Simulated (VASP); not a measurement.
Write the native input for VASP 6.6.1 that does the following.

| Property | Result |
| --- | --- |
| Task | single point |
| Functional | PBE |
| Dispersion | D3(BJ) |
| Potentials or basis | VASP PAW PBE potentials, release 64 (Sn_d, O) |
| Cutoff | 520 eV |
| k mesh | 6 × 6 × 1 |
| Occupations | gaussian, width 0.1 eV |
| Spin | no spin polarisation |
| Dipole correction | yes |
| Further INCAR settings | ALGO = Normal; EDIFF = 1e-06; NBANDS = 28 |

The structure of SnO lies in POSCAR:

```
SnO
1.0
    3.8369227311      0.0000000000      0.0000000000
    0.0000290554      3.8369227310      0.0000000000
    0.0000000000      0.0000000000     30.6349243709
Sn O
2 2
Direct
    0.7499904119      0.2500095881      0.4621761399
    0.2499904119      0.7500095881      0.5378238601
    0.2500040703      0.2499959297      0.5000000000
    0.7500040703      0.7499959297      0.5000000000
```

This cell differs from its parent crystal: atoms taken out.

One way to write it, as run:

INCAR

```
ALGO = Normal ; DIPOL = 0.5 0.5 0.500
EDIFF = 1E-6 ; ENCUT = 520
GGA = PE ; IDIPOL = 3
ISIF = 2 ; ISMEAR = 0
IVDW = 12 ; LASPH = True
LCHARG = True ; LDIPOL = True
LELF = True ; LREAL = False
LVACPOTAV = True ; LVHAR = True
LWAVE = False ; NBANDS = 28
NELM = 100 ; PREC = Accurate
SIGMA = 0.1
```

KPOINTS

```
k-points
0
Gamma
  6 6 1
```

Potentials or basis: VASP PAW PBE potentials, release 64 (Sn_d, O).

Launch:

```sh
$ cat potpaw_PBE.64/Sn_d/POTCAR potpaw_PBE.64/O/POTCAR > POTCAR
$ mpirun -np 1 vasp_std > vasp.out
```

It gave:

```json
{
  "Largest force": "0.410 eV/Å",
  "Band gap on the k mesh": "2.97 eV (least direct gap 3.01 eV)",
  "Dispersion energy per atom": "-0.136 eV"
}
```

Caveat: the cell differs from its parent crystal (atoms taken out); spin-orbit coupling is left out, which moves the levels of the heavy elements.

Wall time 6.9 min on 1 thread of Intel Xeon 8259CL, with other jobs on the host, peak memory 0.57 GiB.
